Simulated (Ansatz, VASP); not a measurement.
# Two plane-wave programs on Ge

INCAR

```
PREC     = Accurate       # precision mode
ENCUT    = 520            # plane-wave cutoff, eV
EDIFF    = 1E-7           # SCF threshold, eV
ISMEAR   = -1             # smearing method
SIGMA    = 0.1            # smearing width, eV
LREAL    = F              # projectors in reciprocal space
LASPH    = T              # aspherical terms in the spheres
NELM     = 80             # most SCF steps
ALGO     = Normal         # electronic algorithm
ISIF     = 2              # what is computed and relaxed
LWAVE    = F              # write WAVECAR
LCHARG   = F              # write CHGCAR
NBANDS   = 13             # bands
```

File KPOINTS:

```
Automatic mesh
0
Gamma
  13 13 13
```

The input POSCAR:

```
Ge
1.0
    2.6108722064      0.0000000000      0.0000000000
    0.0000000000      2.6108722064      0.0000000000
    0.0000000000      0.0000000000      2.6108722064
Ge
1
Direct
    0.0000000000      0.0000000000      0.0000000000
```

Input for Ansatz:

```yaml
crystal:
  lattice:
    - [2.6108722064, 0.0, 0.0]
    - [0.0, 2.6108722064, 0.0]
    - [0.0, 0.0, 2.6108722064]
  atoms:
    - { symbol: Ge, position: [0.0, 0.0, 0.0] }
hamiltonian:
  xc: lda
  pseudopotentials:
    kind: paw
    azcp:
      Ge: "pseudopotentials/Ge.paw.azcp"
basis:
  ecutwfc: 420
  fft_grid_basis: typed
kpoints:
  mp_grid: { grid: [13, 13, 13], shift: [0, 0, 0] }
magnetization:
  spin_polarized: false
scf:
  occupations: { method: fermi_dirac, width: 0.1 }
  lower_state_search: "off"
output:
  stress: true
  write_density: true
  write_potential: true
  elf: true
  volumetric_format: npy
```

Alike in both runs: task single point; functional LDA; k mesh 13 × 13 × 13; occupations fermi-dirac, width 0.1 eV; no spin polarisation.

|  | VASP | Ansatz |
| --- | --- | --- |
| version | VASP 6.6.1 | Ansatz 0.2.0 |
| potentials or method | VASP PAW LDA potentials, release 64 (Ge_d), cutoff 520 eV | plane waves (420 eV) with PAW, scalar-relativistic |
| valence electrons in the cell | 14 | 14 |

VASP gave:

- pressure (GPa): 3.8

Problem. What did Ansatz give for the same quantities?

Solution. Pressure (GPa): 3.7.

Ansatz warns that its potentials were made for another functional, while VASP's fit it. LDA's correlation is that of Perdew and Zunger in VASP and of Perdew and Wang (1992) in Ansatz.
